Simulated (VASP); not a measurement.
Here is a VASP 6.6.1 calculation.

Contents of INCAR:

```
SYSTEM = NbAgC3
ALGO = Normal
EDIFF = 1E-7
EDIFFG = -0.01
ENCUT = 600
GGA = PE
IBRION = 2
ISIF = 3
ISMEAR = 0
LASPH = .True.
LCHARG = .False.
LREAL = .False.
LWAVE = .False.
NELM = 100
NSW = 100
PREC = Accurate
SIGMA = 0.1
```

The input KPOINTS:

```
k-points
0
Gamma
  10 10 10
  0 0 0
```

POSCAR

```
NbAgC3
1.0
    3.9822762647      0.0000000000      0.0000000000
    0.0000000000      3.9822762647      0.0000000000
    0.0000000000      0.0000000000      3.9822762647
Nb Ag C
1 1 3
Direct
    0.0000000000      0.0000000000      0.0000000000
    0.5000000000      0.5000000000      0.5000000000
    0.5000000000      0.5000000000      0.0000000000
    0.5000000000      0.0000000000      0.5000000000
    0.0000000000      0.5000000000      0.5000000000
```

Potentials or basis: VASP PAW PBE potentials, release 64 (Nb_sv, Ag, C).

The run is started by

```bash
$ cat potpaw_PBE.64/Nb_sv/POTCAR potpaw_PBE.64/Ag/POTCAR potpaw_PBE.64/C/POTCAR > POTCAR
$ mpirun -np 1 vasp_std > vasp.out
```

Problem. Predict the relaxed volume.

Solution. 12.59 Å³/atom.

Problem. Estimate the relaxed cell.

Solution. a = 3.978 Å, b = 3.978 Å, c = 3.978 Å, α = 90.00°, β = 90.00°, γ = 90.00°.

Problem. Predict the band gap on the k mesh.

Solution. Zero (band 18 reaches 8.98 eV, above the bottom of band 19 at 7.78 eV).

Step by step:
| step | energy change (eV) | largest force (eV/Å) | pressure (GPa) | volume (Å³) |
| --- | --- | --- | --- | --- |
| 1 | 0.0000 | 0.0000 | -0.50 | 63.15 |
| 2 | -0.0002 | 0.0000 | 0.37 | 62.80 |
| 3 | -0.0003 | 0.0000 | 0.01 | 62.94 |
